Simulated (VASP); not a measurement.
# Os (P6_3/mmc) in VASP: further runs

Os is run at these levels: PBE; tasks: single point.

All numbers are computed with VASP 6.6.1; they aren't measurements. Logs are shortened: lines on timing, memory, paths and dates and some standing lists are left out, and cuts for length are marked.

### 1 The cell of the first run

It takes space group P6_3/mmc (No. 194, hexagonal). Conventional cell: a = 2.707 Å, b = 2.707 Å, c = 4.274 Å, α = 90.00°, β = 90.00°, γ = 120.00°. Within 3.5 Å of Os (site symmetry -6m2) lie 12 Os at 2.65 to 2.71 Å.

### 2 Single point, PBE (volume scaled by 0.95)

INCAR

```
SYSTEM = Os
ALGO = Normal ; EDIFF = 1E-7
ENCUT = 520 ; GGA = PE
ISIF = 2 ; ISMEAR = -1
LASPH = .TRUE. ; LCHARG = .FALSE.
LREAL = .FALSE. ; LWAVE = .FALSE.
NBANDS = 15 ; NELM = 100
PREC = Accurate ; SIGMA = 0.03
```

KPOINTS

```
k-points
0
G
  16 16 9
  0 0 0
```

POSCAR

```
Os
1.0
    2.7065705794      0.0000000000      0.0000000000
   -1.3532852897      2.3439588789      0.0000000000
    0.0000000000      0.0000000000      4.2742997921
Os
2
Direct
    0.3333333333      0.6666666667      0.2500000000
    0.6666666667      0.3333333333      0.7500000000
```

Potentials or basis: VASP PAW PBE potentials, release 64 (Os).

Command:

```sh
$ cat potpaw_PBE.64/Os/POTCAR > POTCAR
$ mpirun -np 1 vasp_std > vasp.out
```

OUTCAR:

```text
SYSTEM = Os
   EDIFF = 1E-7
   ENCUT = 520
   GGA = PE
   ISIF = 2
   ISMEAR = -1
   LASPH = .TRUE.
   LREAL = .FALSE.
   NELM = 100
   PREC = Accurate

 ion  position               nearest neighbor table
   1  0.333  0.667  0.250-   2 2.65   2 2.65   2 2.65   2 2.65   2 2.65   2 2.65
   2  0.667  0.333  0.750-   1 2.65   1 2.65   1 2.65   1 2.65   1 2.65   1 2.65

  LATTYP: Found a hexagonal cell.
 ALAT       =     2.7065705794
 C/A-ratio  =     1.5792308631

  Lattice vectors:

 A1 = (   2.7065705794,   0.0000000000,   0.0000000000)
 A2 = (  -1.3532852897,   2.3439588789,   0.0000000000)
 A3 = (   0.0000000000,   0.0000000000,   4.2742997921)

Analysis of symmetry for initial positions (statically):
=====================================================================
 Subroutine PRICEL returns:
 Original cell was already a primitive cell.

 Routine SETGRP: Setting up the symmetry group for a
 hexagonal supercell.

 Subroutine GETGRP returns: Found 24 space group operations
 (whereof 12 operations were pure point group operations)
 out of a pool of 24 trial point group operations.

The static configuration has the point symmetry D_3d.
 The point group associated with its full space group is D_6h.

Analysis of symmetry for dynamics (positions and initial velocities):
=====================================================================
 Subroutine PRICEL returns:
 Original cell was already a primitive cell.

 Routine SETGRP: Setting up the symmetry group for a
 hexagonal supercell.

 Subroutine GETGRP returns: Found 24 space group operations
 (whereof 12 operations were pure point group operations)
 out of a pool of 24 trial point group operations.

The dynamic configuration has the point symmetry D_3d.
 The point group associated with its full space group is D_6h.

 Subroutine INISYM returns: Found 24 space group operations
 (whereof 12 operations are pure point group operations),
 and found     1 'primitive' translations

----------------------------------------------------------------------------------------

                                     Primitive cell

  volume of cell :      27.1165

  direct lattice vectors                    reciprocal lattice vectors
     2.706570579  0.000000000  0.000000000     0.369471244  0.213314322  0.000000000
    -1.353285290  2.343958879  0.000000000     0.000000000  0.426628645  0.000000000
     0.000000000  0.000000000  4.274299792     0.000000000  0.000000000  0.233956449

  length of vectors
     2.706570579  2.706570579  4.274299792     0.426628645  0.426628645  0.233956449

  position of ions in fractional coordinates (direct lattice)
     0.333333333  0.666666667  0.250000000
     0.666666667  0.333333333  0.750000000

  ion indices of the primitive-cell ions
   primitive index   ion index
                 1           1
                 2           2

----------------------------------------------------------------------------------------

 KPOINTS: k-points

Automatic generation of k-mesh.
 Grid dimensions read from file:
 generate k-points for:   16   16    9

 Generating k-lattice:

  Cartesian coordinates                     Fractional coordinates (reciprocal lattice)
     0.023091953  0.013332145  0.000000000     0.062500000 -0.000000000  0.000000000
     0.000000000  0.026664290  0.000000000     0.000000000  0.062500000  0.000000000
     0.000000000  0.000000000  0.025995161     0.000000000  0.000000000  0.111111111

  Length of vectors
     0.026664290  0.026664290  0.025995161

  Shift w.r.t. Gamma in fractional coordinates (k-lattice)
     0.000000000  0.000000000  0.000000000

 Subroutine IBZKPT returns following result:
 ===========================================

 Found    150 irreducible k-points:

 Following reciprocal coordinates:
            Coordinates               Weight
  0.000000  0.000000  0.000000      1.000000
  0.062500  0.000000  0.000000      6.000000
  0.125000  0.000000  0.000000      6.000000
  0.187500  0.000000  0.000000      6.000000
  0.250000  0.000000  0.000000      6.000000
  0.312500  0.000000  0.000000      6.000000
[... 16 lines left out ...]
  0.187500  0.187500  0.000000      6.000000
  0.250000  0.187500  0.000000     12.000000
 [... further k-points ...]
   k-points           NKPTS =    150   k-points in BZ     NKDIM =    150   number of bands    NBANDS=     15
   number of dos      NEDOS =    301   number of ions     NIONS =      2
   total plane-waves  NPLWV =  12800
   dimension x,y,z NGX =    20 NGY =   20 NGZ =   32
   dimension x,y,z NGXF=    40 NGYF=   40 NGZF=   64
   ions per type =               2
   NGX,Y,Z   is equivalent  to a cutoff of  12.28, 12.28, 12.45 a.u.
   NGXF,Y,Z  is equivalent  to a cutoff of  24.57, 24.57, 24.89 a.u.
 SYSTEM =  Os
   PREC   = accura    normal or accurate (medium, high low for compatibility)
   ISTART =      0    job   : 0-new  1-cont  2-samecut
   ICHARG =      2    charge: 1-file 2-atom 10-const
   ISPIN  =      1    spin polarized calculation?
   LNONCOLLINEAR =      F non collinear calculations
   LSORBIT =      F    spin-orbit coupling
   LASPH  =      T    aspherical Exc in radial PAW
   ENCUT  =  520.0 eV  38.22 Ry    6.18 a.u.   5.03  5.03  7.95*2*pi/ulx,y,z
   NELM   =    100;   NELMIN=  2; NELMDL= -5     # of ELM steps
   EDIFF  = 0.1E-06   stopping-criterion for ELM
   LREAL  =      F    real-space projection
   EDIFFG = 0.1E-05   stopping-criterion for IOM
   NSW    =      0    number of steps for IOM
   IBRION =     -1    ionic relax: 0-MD 1-quasi-New 2-CG
   NFREE  =      0    steps in history (QN), initial steepest desc. (CG)
   ISIF   =      2    stress and relaxation
   ISYM   =      2    0-nonsym 1-usesym 2-fastsym
   POTIM  = 0.5000    time-step for ionic-motion
   TEBEG  =    0.0;   TEEND  =   0.0 temperature during run
   PSTRESS=    0.0 pullay stress
   NELECT =      16.0000    total number of electrons
   NUPDOWN=      -1.0000    fix difference up-down
   EMIN   =  10.00;   EMAX   =-10.00  energy-range for DOS
   EFERMI =   0.00;   METHOD = LEGACY
   ISMEAR =    -1;   SIGMA  =   0.03  broadening in eV -4-tet -1-fermi 0-gaus
   EFERMI_NEDOS =   21; number of points for ismear=-14 and -15
   IALGO  =     38    algorithm
   IMIX   =      4    mixing-type and parameters
     AMIX     =   0.40;   BMIX     =  1.00
     AMIX_MAG =   1.60;   BMIX_MAG =  1.00
  volume/ion in A,a.u.               =      13.56        91.50
  Fermi-wavevector in a.u.,A,eV,Ry     =   1.373104  2.594790 25.652617  1.885414
  Thomas-Fermi vector in A             =   2.498651
   LORBIT       =      0    0 simple, 1 ext, 2 COOP (PROOUT), +10 PAW based schemes
   GGA     = PE    functional components
   LHFCALC =     F    Hartree Fock is set to
   AEXX    =    0.0000 exact exchange contribution
   IVDW    =     0    specifies the selected vdW correction
   LEPSILON=     F    determine dielectric tensor
   LRPA    =     F    only Hartree local field effects (RPA)
 non-spin polarized calculation
  energy-cutoff  :      520.00
  volume of cell :       27.12
 maximum number of plane-waves:       748
 NGX is ok and might be reduce to    20
   NGX =  9   NGY =  9   NGZ = 15

 number of electron      15.9999998 magnetization

 Free energy of the ion-electron system (eV)
  ---------------------------------------------------
  ext. energy  EPLUGINS =         0.00000000
  ---------------------------------------------------
  free energy    TOTEN  =       -22.40595808 eV

  energy without entropy =      -22.40340691  energy(sigma->0) =      -22.40468250

 E-fermi :   9.9730     XC(G=0): -14.2391

 val. band max:        9.9622325750   @ k =   0.2500   0.0000   0.3333
 cond. band min:       9.9747341500   @ k =   0.3750   0.1250   0.3333
 fundamental gap:      0.0125015750
 Fermi energy:         9.9730242053

 k-point     1 :       0.0000    0.0000    0.0000
  band No.  band energies     occupation
      1      -1.2807      2.00000
      2       1.8509      2.00000
      3       6.7455      2.00000
      4       6.7455      2.00000
      5       7.0239      2.00000
      6       7.6339      2.00000
      7       7.6339      2.00000
      8       8.3160      2.00000
      9       8.3160      2.00000
     10       9.9887      0.74413
     11      11.7235      0.00000
     12      11.7235      0.00000
     13      19.4126      0.00000
     14      23.9653      0.00000
     15      26.7403      0.00000

 k-point     2 :       0.0625    0.0000    0.0000
  band No.  band energies     occupation
      1      -1.1164      2.00000
      2       1.9974      2.00000
      3       6.3932      2.00000
      4       6.8912      2.00000
      5       7.3286      2.00000
      6       7.5352      2.00000
      7       7.7703      2.00000
      8       8.1088      2.00000
      9       8.1961      2.00000
     10       9.2562      2.00000
     11      11.8086      0.00000
     12      12.7032      0.00000
     13      19.4046      0.00000
     14      24.3129      0.00000
     15      26.9568      0.00000

 k-point     3 :       0.1250    0.0000    0.0000
  band No.  band energies     occupation
      1      -0.6414      2.00000
      2       2.3981      2.00000
      3       5.8902      2.00000
      4       7.2404      2.00000
      5       7.2961      2.00000
      6       7.3218      2.00000
      7       7.8084      2.00000
      8       7.8879      2.00000
      9       8.1716      2.00000
     10       8.5869      2.00000
     11      12.0163      0.00000
     12      14.3181      0.00000
     13      19.3442      0.00000
     14      25.2372      0.00000
     15      27.4874      0.00000
[... 343 lines left out ...]
 k-point    23 :       0.1875    0.1875    0.0000
  band No.  band energies     occupation
      1       2.2211      2.00000
      2       4.0279      2.00000
      3       4.3247      2.00000
      4       4.4612      2.00000
      5       6.2634      2.00000
      6       6.9572      2.00000
      7       7.8625      2.00000
      8       9.2401      2.00000
      9      10.6108      0.00000
     10      11.6444      0.00000
     11      12.3634      0.00000
     12      18.8640      0.00000
     13      20.0781      0.00000
     14      22.4372      0.00000
     15      23.0231      0.00000

 k-point    24 :       0.2500    0.1875    0.0000
  band No.  band energies     occupation
      1       2.9798      2.00000
      2       3.7887      2.00000
      3       3.8912      2.00000
      4       4.7482      2.00000
      5       6.0942      2.00000
      6       7.3450      2.00000
      7       7.5367      2.00000
      8       9.8229      1.98668
      9      11.5303      0.00000
     10      12.3621      0.00000
     11      12.8768      0.00000
     12      18.9260      0.00000
     13      20.3976      0.00000
     14      21.3061      0.00000
     15      21.6291      0.00000

 [... further k-points ...]
[... 5 lines left out ...]
  --------------------------------------------------------------------------------------
  -------------------------------------------------------------------------------------
  Total        3.8890348      3.8890348      4.1339395     -0.0000000     -0.0000000      0.0000000
  in kB      229.7831022    229.7831022    244.2532604     -0.0000000     -0.0000000      0.0000000
  external PRESSURE =     234.6064883 kB  Pullay stress =       0.0000000 kB

 VOLUME and BASIS-vectors are now :
 -----------------------------------------------------------------------------
  energy-cutoff  :      520.00
  volume of cell :       27.12
      direct lattice vectors                 reciprocal lattice vectors
     2.706570579  0.000000000  0.000000000     0.369471244  0.213314322  0.000000000
    -1.353285290  2.343958879  0.000000000     0.000000000  0.426628645  0.000000000
     0.000000000  0.000000000  4.274299792     0.000000000  0.000000000  0.233956449

 POSITION                                       TOTAL-FORCE (eV/Angst)
 -----------------------------------------------------------------------------------
     -0.00000      1.56264      1.06857         0.000000      0.000000      0.000000
      1.35329      0.78132      3.20572        -0.000000     -0.000000      0.000000
 -----------------------------------------------------------------------------------
    total drift:                               -0.000000      0.000000     -0.000000

  FREE ENERGIE OF THE ION-ELECTRON SYSTEM (eV)
  ---------------------------------------------------
  free  energy   TOTEN  =       -22.4059580817 eV

  energy  without entropy=      -22.4034069088  energy(sigma->0) =      -22.40468250
```

Wall time 40 s (1 thread of Intel Xeon Platinum 8375C at 2.90GHz (Ice Lake), shared host); peak memory 0.17 GiB.

Results:

| Quantity | Value |
| --- | --- |
| Free energy | -22.4060 eV |
| Pressure | 23.5 GPa |
| Band gap on the k mesh | zero (band 8 reaches 12.10 eV, above the bottom of band 9 at 8.07 eV) |

Levels at points of the mesh, in eV from the Fermi level:
| k point | band 5 | band 6 | band 7 | band 8 | band 9 | band 10 | band 11 | band 12 |
| --- | --- | --- | --- | --- | --- | --- | --- | --- |
| (0.00, 0.00, 0.00) | -2.95 | -2.34 | -2.34 | -1.66 | -1.66 | 0.02 | 1.75 | 1.75 |
| (0.50, 0.00, 0.00) | -3.02 | -2.69 | -1.97 | 2.13 | 2.72 | 2.86 | 4.61 | 5.94 |

Caveat: the cell differs from its parent crystal (volume scaled by 0.95); spin-orbit coupling is left out, which moves the levels of the heavy elements.

### 3 Single point, PBE (volume scaled by 0.975)

INCAR

```
PREC = Accurate
ENCUT = 520
EDIFF = 1E-7
ISMEAR = -1
SIGMA = 0.03
LREAL = F
LASPH = T
NELM = 80
ALGO = Normal
ISIF = 2
LWAVE = F
LCHARG = F
GGA = PE
NBANDS = 15
```

KPOINTS

```
regular mesh
0
Gamma
  16 16 9
```

POSCAR

```
Os
1.0
    2.7301071571      0.0000000000      0.0000000000
   -1.3650535786      2.3643421531      0.0000000000
    0.0000000000      0.0000000000      4.3114694821
Os
2
Direct
    0.3333333333      0.6666666667      0.2500000000
    0.6666666667      0.3333333333      0.7500000000
```

Potentials or basis: VASP PAW PBE potentials, release 64 (Os).

Command:

```sh
$ cat potpaw_PBE.64/Os/POTCAR > POTCAR
$ mpirun -np 1 vasp_std > vasp.out
```

Run time: 56 s. Hardware: 1 thread of Intel Xeon Platinum 8375C at 2.90GHz (Ice Lake), shared host; peak memory 0.17 GiB.

Results (log left out):

- Free energy: -22.4821 eV
- Pressure: 10.8 GPa
- Band gap on the k mesh: zero (band 8 reaches 11.60 eV, above the bottom of band 9 at 7.73 eV)

Stress tensor (GPa, compression positive):
```
10.58  0.00  0.00
 0.00 10.58  0.00
 0.00  0.00 11.19
```

Levels at points of the mesh, in eV from the Fermi level:
```
           k point  band 4  band 5  band 6  band 7  band 8  band 9  band 10  band 11  band 12  band 13
(0.00, 0.00, 0.00)   -3.10   -2.84   -2.25   -2.25   -1.60   -1.60     0.01     1.68     1.68     9.12
(0.50, 0.00, 0.00)   -3.60   -2.95   -2.61   -1.91    2.03    2.60     2.73     4.43     5.74     9.38
```

Caveat: the cell differs from its parent crystal (volume scaled by 0.975); spin-orbit coupling is left out, which moves the levels of the heavy elements.

### 4 Single point, PBE

This run uses another cell than the first one, of 14.27 Å³/atom, 1.053 times its volume.

INCAR

```
PREC = Accurate
ENCUT = 520
EDIFF = 1E-6
ISMEAR = -1
SIGMA = 0.03
LREAL = False
LASPH = True
NELM = 100
ALGO = Normal
ISIF = 2
LWAVE = False
LCHARG = False
GGA = PE
NBANDS = 15
```

KPOINTS

```
Automatic mesh
0
Gamma
  16 16 9
```

POSCAR

```
Os
1.0
    2.7532447616      0.0000000000      0.0000000000
   -1.3766223808      2.3843799064      0.0000000000
    0.0000000000      0.0000000000      4.3480091012
Os
2
Direct
    0.3333333333      0.6666666667      0.2500000000
    0.6666666667      0.3333333333      0.7500000000
```

Command:

```sh
$ cat potpaw_PBE.64/Os/POTCAR > POTCAR
$ mpirun -np 1 vasp_std > vasp.out
```

It took 59 s on 1 thread of Intel Xeon Platinum 8375C at 2.90GHz (Ice Lake), shared host; peak memory 0.18 GiB.

It converged, with:

| Property | Result |
| --- | --- |
| Free energy | -22.5057 eV |
| Pressure | -0.2 GPa |
| Band gap on the k mesh | zero (band 8 reaches 11.13 eV, above the bottom of band 9 at 7.41 eV) |

Stress tensor (GPa, compression positive):
```
-0.11  0.00  0.00
 0.00 -0.11  0.00
 0.00  0.00 -0.23
```

Levels at points of the mesh, in eV from the Fermi level:
```tsv
k point	band 4	band 5	band 6	band 7	band 8	band 9	band 10	band 11	band 12	band 13
(0.00, 0.00, 0.00)	-2.98	-2.73	-2.17	-2.17	-1.54	-1.54	0.01	1.62	1.62	8.82
(0.50, 0.00, 0.00)	-3.47	-2.87	-2.52	-1.85	1.94	2.49	2.61	4.27	5.54	9.16
```

Caveat: spin-orbit coupling is left out, which moves the levels of the heavy elements.

### 5 Single point, PBE (volume scaled by 1.025)

INCAR

```
SYSTEM = Os
PREC = Accurate ; ENCUT = 520
EDIFF = 1E-6 ; ISMEAR = -1
SIGMA = 0.03 ; LREAL = .FALSE.
LASPH = .TRUE. ; NELM = 100
ALGO = Normal ; ISIF = 2
LWAVE = .FALSE. ; LCHARG = .FALSE.
GGA = PE ; NBANDS = 15
```

KPOINTS

```
regular mesh
0
G
  16 16 9
  0 0 0
```

POSCAR

```
Os
1.0
    2.7759998825      0.0000000000      0.0000000000
   -1.3879999413      2.4040864191      0.0000000000
    0.0000000000      0.0000000000      4.3839446904
Os
2
Direct
    0.3333333333      0.6666666667      0.2500000000
    0.6666666667      0.3333333333      0.7500000000
```

Command:

```sh
$ cat potpaw_PBE.64/Os/POTCAR > POTCAR
$ mpirun -np 1 vasp_std > vasp.out
```

Run time: 63 s. Hardware: 1 thread of Intel Xeon Platinum 8375C at 2.90GHz (Ice Lake), shared host; peak memory 0.19 GiB.

The run converged. Its results:

| Item | Value |
| --- | --- |
| Free energy | -22.4842 eV |
| Pressure | -9.6 GPa |
| Band gap on the k mesh | zero (band 8 reaches 10.68 eV, above the bottom of band 9 at 7.11 eV) |

Stress tensor (GPa, compression positive):
```
 -9.32   0.00   0.00
  0.00  -9.32   0.00
  0.00   0.00 -10.08
```

Levels at points of the mesh, in eV from the Fermi level:
```
           k point  band 5  band 6  band 7  band 8  band 9  band 10  band 11  band 12
(0.00, 0.00, 0.00)   -2.63   -2.09   -2.09   -1.48   -1.48     0.02     1.56     1.56
(0.50, 0.00, 0.00)   -2.80   -2.44   -1.79    1.86    2.38     2.50     4.11     5.36
```

Caveat: the cell differs from its parent crystal (volume scaled by 1.025); spin-orbit coupling is left out, which moves the levels of the heavy elements.

### 6 Single point, PBE (volume scaled by 1.05)

INCAR

```
PREC = Accurate
ENCUT = 520
EDIFF = 1E-6
ISMEAR = -1
SIGMA = 0.03
LREAL = False
LASPH = True
NELM = 60
ALGO = Normal
ISIF = 2
LWAVE = False
LCHARG = False
GGA = PE
NBANDS = 15
```

KPOINTS

```
regular mesh
0
Gamma
  16 16 9
```

POSCAR

```
Os
1.0
    2.7983879451      0.0000000000      0.0000000000
   -1.3991939726      2.4234750501      0.0000000000
    0.0000000000      0.0000000000      4.4193006099
Os
2
Direct
    0.3333333333      0.6666666667      0.2500000000
    0.6666666667      0.3333333333      0.7500000000
```

Potentials or basis: VASP PAW PBE potentials, release 64 (Os).

Command:

```sh
$ cat potpaw_PBE.64/Os/POTCAR > POTCAR
$ mpirun -np 1 vasp_std > vasp.out
```

It took 58 s on 1 thread of Intel Xeon Platinum 8375C at 2.90GHz (Ice Lake), shared host; peak memory 0.19 GiB.

It converged, with:

- Free energy: -22.4237 eV
- Pressure: -17.7 GPa
- Band gap on the k mesh: zero (band 8 reaches 10.25 eV, above the bottom of band 9 at 6.82 eV)

Stress tensor (GPa, compression positive):
```
-17.24   0.00   0.00
  0.00 -17.24   0.00
  0.00   0.00 -18.56
```

Levels at points of the mesh, in eV from the Fermi level:
```csv
k point,band 5,band 6,band 7,band 8,band 9,band 10,band 11,band 12
"(0.00, 0.00, 0.00)",-2.54,-2.02,-2.02,-1.43,-1.43,0.03,1.50,1.50
"(0.50, 0.00, 0.00)",-2.73,-2.36,-1.73,1.78,2.28,2.39,3.96,5.19
```

Caveat: the cell differs from its parent crystal (volume scaled by 1.05); spin-orbit coupling is left out, which moves the levels of the heavy elements.

### 7 The runs side by side

| cell | gap on the mesh (eV) | pressure (GPa) |
| --- | --- | --- |
| a = 2.707, b = 2.707, c = 4.274 Å, angles 90.0, 90.0, 120.0°, 2 atoms | none | 23.5 |
| a = 2.730, b = 2.730, c = 4.311 Å, angles 90.0, 90.0, 120.0°, 2 atoms | none | 10.8 |
| a = 2.753, b = 2.753, c = 4.348 Å, angles 90.0, 90.0, 120.0°, 2 atoms | none | -0.2 |
| a = 2.776, b = 2.776, c = 4.384 Å, angles 90.0, 90.0, 120.0°, 2 atoms | none | -9.6 |
| a = 2.798, b = 2.798, c = 4.419 Å, angles 90.0, 90.0, 120.0°, 2 atoms | none | -17.7 |

Alike in all rows: task single point; level PBE; potentials or basis VASP PAW PBE potentials, release 64 (Os); no spin polarisation; k mesh 16 × 16 × 9; cutoff (eV) 520; smearing fermi-dirac 0.03 eV.

Caveats: spin-orbit coupling is left out, which moves the levels of the heavy elements.

Total energies depend on the potentials used, so only differences within one code and one set of settings carry meaning.
